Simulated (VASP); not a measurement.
Set up this calculation in VASP 6.6.1, as the native input.

```
Task                   : electric field gradients
Functional             : LDA
Potentials or basis    : VASP PAW LDA potentials, release 64 (La)
Cutoff                 : 520 eV
k mesh                 : 11 × 11 × 6
Occupations            : fermi-dirac, width 0.05 eV
Spin                   : no spin polarisation
Dipole correction      : no
Further INCAR settings : ALGO = Normal; EDIFF = 1e-08; NBANDS = 18
```

The structure of La lies in POSCAR:

```
La
1.0
    3.7125020302      0.0000000000      0.0000000000
   -1.8562510150      3.2151210697      0.0000000000
    0.0000000000      0.0000000000      6.0700000000
La
2
Direct
    0.3333333333      0.6666666667      0.2500000000
    0.6666666667      0.3333333333      0.7500000000
```

This cell differs from its parent crystal: equal xx and yy strain of -1 %.

These files were run (other wordings do the same):

INCAR

```
SYSTEM = La
PREC = Accurate
ENCUT = 520
EDIFF = 1E-8
ISMEAR = -1
SIGMA = 0.05
LREAL = .False.
LASPH = .True.
NELM = 100
ALGO = Normal
ISIF = 2
LWAVE = .False.
LCHARG = .False.
LEFG = .True.
NBANDS = 18
```

KPOINTS

```
regular mesh
0
Gamma
  11 11 6
  0 0 0
```

Potentials or basis: VASP PAW LDA potentials, release 64 (La).

The run is started by

```sh
$ cat potpaw_LDA.64/La/POTCAR > POTCAR
$ mpirun -np 1 vasp_std > vasp.out
```

Results of the run:

| Item | Value |
| --- | --- |
| Pressure | -2.7 GPa |
| Band gap on the k mesh | zero (band 11 reaches 8.87 eV, above the bottom of band 12 at 7.46 eV) |

Caveat: the cell differs from its parent crystal (equal xx and yy strain of -1 %); without QUAD_EFG the Cq values of the log hold for a quadrupole moment of 1 mb, not for the nuclei; spin-orbit coupling is left out, which moves the levels of the heavy elements.

It took 55 s on 1 thread of Intel(R) Xeon(R) Platinum 8559C (Emerald Rapids), on a shared host, peak memory 0.21 GiB.
